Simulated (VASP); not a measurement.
# HBr in VASP: a series of runs, part 2 of 2

VASP 6.6.1. The steps go on from the part before.

## 6. Relaxation of shape and atoms at fixed volume, PBEsol (26.27 Å³/atom)

This run uses another cell than the first one, of 26.27 Å³/atom.

Input file INCAR:

```
PREC = Accurate ; ENCUT = 600
EDIFF = 1E-6 ; ISMEAR = 0
SIGMA = 0.02 ; LREAL = F
LASPH = T ; NELM = 100
ALGO = Normal ; ISIF = 4
LWAVE = F ; LCHARG = F
GGA = PS ; IBRION = 2
NSW = 50 ; EDIFFG = -0.01
```

Input file KPOINTS:

```
Automatic mesh
0
Gamma
  10 10 10
```

Input file POSCAR:

```
HBr
1.0
    0.0000000000      3.9455729401      3.9457844125
    1.6872894958      0.0000000000      3.9457844125
    1.6872894958      3.9455729401      0.0000000000
H Br
1 1
Direct
    0.0000000000      0.0000000000      0.0000000000
    0.5000000000      0.5000000000      0.5000000000
```

Potentials or basis: VASP PAW PBE potentials, release 64 (H, Br).

The run is started by

```console
$ cat potpaw_PBE.64/H/POTCAR potpaw_PBE.64/Br/POTCAR > POTCAR
$ mpirun -np 1 vasp_std > vasp.out
```

OUTCAR:

```text
PREC = Accurate
   ENCUT = 600
   EDIFF = 1E-6
   ISMEAR = 0
   LREAL = F
   LASPH = T
   NELM = 100
   ISIF = 4
   GGA = PS
   IBRION = 2
   NSW = 50
   EDIFFG = -0.01

 ion  position               nearest neighbor table
   1  0.000  0.000  0.000-   2 1.69   2 1.69
   2  0.500  0.500  0.500-   1 1.69   1 1.69

  LATTYP: Found a face centered orthorhombic cell.
 ALAT       =     3.3745789916
 B/A-ratio  =     2.3384089985
 C/A-ratio  =     2.3385343311

  Lattice vectors:

[... 491 lines left out ...]
      4      -3.2535      2.00000
      5       0.4132      0.00000
      6       4.9399      0.00000
      7       7.0864      0.00000
      8       9.2796      0.00000

 [... further k-points ...]
[... 5 lines left out ...]
  --------------------------------------------------------------------------------------
  -------------------------------------------------------------------------------------
  Total       -0.0041245     -0.0246377     -0.0246733      0.0000000      0.0000000      0.0000000
  in kB       -0.1257810     -0.7513584     -0.7524449      0.0000000      0.0000000      0.0000000
  external PRESSURE =      -0.5431948 kB  Pullay stress =       0.0000000 kB

 VOLUME and BASIS-vectors are now :
 -----------------------------------------------------------------------------
  energy-cutoff  :      600.00
  volume of cell :       52.54
      direct lattice vectors                 reciprocal lattice vectors
     0.000000000  3.964310602  3.964519138    -0.299154242  0.126125334  0.126118700
     1.671378609  0.000000000  3.964519138     0.299154242 -0.126125334  0.126118700
     1.671378609  3.964310602  0.000000000     0.299154242  0.126125334 -0.126118700

 POSITION                                       TOTAL-FORCE (eV/Angst)
 -----------------------------------------------------------------------------------
      0.00000      3.96431      3.96452        -0.000000     -0.000000      0.000000
      1.67138      3.96431      3.96452         0.000000      0.000000     -0.000000
 -----------------------------------------------------------------------------------
    total drift:                               -0.000000      0.000000     -0.000000

  FREE ENERGIE OF THE ION-ELECTRON SYSTEM (eV)
  ---------------------------------------------------
  free  energy   TOTEN  =        -5.0616386157 eV

  energy  without entropy=       -5.0616386157  energy(sigma->0) =       -5.06163862

 reached required accuracy - stopping structural energy minimisation
```

OSZICAR:

```text
N       E                     dE             d eps       ncg     rms          rms(c)
DAV:   1     0.329514428374E+02    0.32951E+02   -0.32444E+03  2736   0.840E+02
DAV:   2    -0.360914519275E+01   -0.36561E+02   -0.35598E+02  3696   0.111E+02
[... 12 lines left out ...]
DAV:   1    -0.506859505221E+01   -0.96740E-02   -0.32168E-01  2784   0.379E+00    0.597E-01
DAV:   2    -0.506383282752E+01    0.47622E-02   -0.96400E-03  3840   0.784E-01    0.186E-01
DAV:   3    -0.506179891982E+01    0.20339E-02   -0.35015E-03  3552   0.367E-01    0.808E-02
DAV:   4    -0.506162189661E+01    0.17702E-03   -0.64666E-04  3984   0.174E-01    0.200E-02
DAV:   5    -0.506163535457E+01   -0.13458E-04   -0.20095E-05  2888   0.351E-02    0.877E-03
DAV:   6    -0.506163790567E+01   -0.25511E-05   -0.15522E-06  3312   0.881E-03    0.346E-03
DAV:   7    -0.506163861566E+01   -0.70998E-06   -0.69827E-07  2872   0.595E-03
   2 F= -.50616386E+01 E0= -.50616386E+01  d E =-.271752E-02
```

CONTCAR:

```text
HBr
   1.00000000000000
     0.0000000000000000    3.9643106017492244    3.9645191378826454
     1.6713786087004823    0.0000000000000000    3.9645191378826454
     1.6713786087004823    3.9643106017492244    0.0000000000000000
  H               Br
     1     1
Direct
     1.0000000000000000    0.0000000000000000    0.0000000000000000
     0.5000000000000000    0.5000000000000000    0.5000000000000000

  0.00000000E+00  0.00000000E+00  0.00000000E+00
  0.00000000E+00  0.00000000E+00  0.00000000E+00
```

Wall time 3.9 min (1 thread of Intel Xeon 8259CL, shared host); peak memory 0.3 GiB.

What came out:

| Quantity | Value |
| --- | --- |
| Free energy | -5.0616 eV |
| Energy gained by relaxing | 1.4 meV/atom |
| Ionic steps | 2 |
| Pressure after relaxing | -0.1 GPa |
| Band gap on the k mesh | 1.52 eV (least direct gap 1.85 eV) |

Step by step:
```csv
step,energy change (eV),largest force (eV/Å),pressure (GPa),volume (Å³)
1,0.0000,0.0000,-0.67,52.54
2,-0.0027,0.0000,-0.05,52.54
```

Final structure:
```
CELL_PARAMETERS angstrom
0.00000 3.96431 3.96452
1.67138 0.00000 3.96452
1.67138 3.96431 0.00000
ATOMIC_POSITIONS crystal
H 0.00000 0.00000 0.00000
Br 0.50000 0.50000 0.50000
```

Levels at points of the mesh, in eV from the valence-band top:
| k point | band 1 | band 2 | band 3 | band 4 | band 5 | band 6 | band 7 | band 8 |
| --- | --- | --- | --- | --- | --- | --- | --- | --- |
| (0.00, 0.00, 0.00) | -14.19 | -0.35 | -0.35 | -0.30 | 1.73 | 5.94 | 9.49 | 14.97 |
| (0.50, 0.00, 0.00) | -12.82 | -7.03 | -0.15 | -0.09 | 7.56 | 8.43 | 11.47 | 13.01 |
| (0.50, 0.50, 0.00) | -14.09 | -1.59 | -0.37 | -0.22 | 1.63 | 8.47 | 9.82 | 12.09 |
| (0.50, 0.00, 0.50) | -14.09 | -1.59 | -0.37 | -0.22 | 1.63 | 8.47 | 9.82 | 12.09 |
| (0.00, 0.50, 0.50) | -14.01 | -1.33 | -1.33 | -0.45 | 1.52 | 7.44 | 12.70 | 12.70 |

Caveat: the PAW data sets were made with another functional, which shifts forces and pressure a little. A k mesh can miss the band edges.

## 7. Summary

```csv
task,cell,cutoff (eV),smearing,gap on the mesh (eV),pressure (GPa),relaxed volume (Å³/atom)
single point,"a = 5.446, b = 4.198, c = 4.198 Å, angles 80.9, 49.6, 49.6°, 2 atoms",500,gaussian 0.01 eV,1.44,0.0,-
relaxation of cell and atoms,"relaxed from a = 5.446, b = 4.198, c = 4.198 Å, angles 80.9, 49.6, 49.6°, 2 atoms",500,gaussian 0.01 eV,1.41,0.0,24.32
single point,"a = 5.446, b = 4.198, c = 4.198 Å, angles 80.9, 49.6, 49.6°, 2 atoms",520,gaussian 0.02 eV,1.44,0.0,-
relaxation of cell and atoms,"relaxed from a = 5.348, b = 4.141, c = 4.131 Å, angles 80.6, 49.8, 49.6°, 2 atoms",600,gaussian 0.02 eV,1.44,0.0,24.80
relaxation of shape and atoms at fixed volume,"relaxed from a = 5.580, b = 4.291, c = 4.291 Å, angles 81.1, 49.4, 49.4°, 2 atoms",600,gaussian 0.02 eV,1.52,-0.1,26.27
```

Alike in all rows: level PBEsol; potentials or basis VASP PAW PBE potentials, release 64 (H, Br); no spin polarisation; k mesh 10 × 10 × 10.

Caveats: the PAW data sets were made with another functional, which shifts forces and pressure a little.

Absolute energies hang on the potentials; compare differences alone.
